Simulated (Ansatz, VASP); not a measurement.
**One calculation of TiO, two programs**

```
CELL_PARAMETERS angstrom
2.69560 0.00000 0.00000
-1.34780 2.33446 0.00000
0.00000 0.00000 3.12900
ATOMIC_POSITIONS crystal
Ti 0.66667 0.33333 0.00000
O 0.00000 0.00000 0.50000
```

Alike in both runs: task single point; functional PBEsol; k mesh 18 × 18 × 16; occupations gaussian, width 0.15 eV; no spin polarisation.

|  | VASP | Ansatz |
| --- | --- | --- |
| version | VASP 6.6.1 | Ansatz 0.2.0 |
| potentials or method | VASP PAW PBE potentials, release 64 (Ti_sv, O), cutoff 520 eV | scalar-relativistic, plane waves, PAW |
| valence electrons in the cell | 18 | 18 |

Ansatz gave:

```
gap on the k mesh at the Fermi level (eV)                     : none
pressure (GPa)                                                : -11.3
traceless stress, the component that is largest in VASP (GPa) : -41.24
```

Question: Estimate VASP's values.

Answer: gap on the k mesh at the Fermi level (eV): none; pressure (GPa): -10.7; traceless stress, the component that is largest in VASP (GPa): -41.02.

VASP's potentials were made for PBE, not for PBEsol, and Ansatz warns of the same on its side. A gap of «none» marks a metal or a gap that the smearing closes. The functional is the same, so the differences come from potentials, cutoffs and numerics.
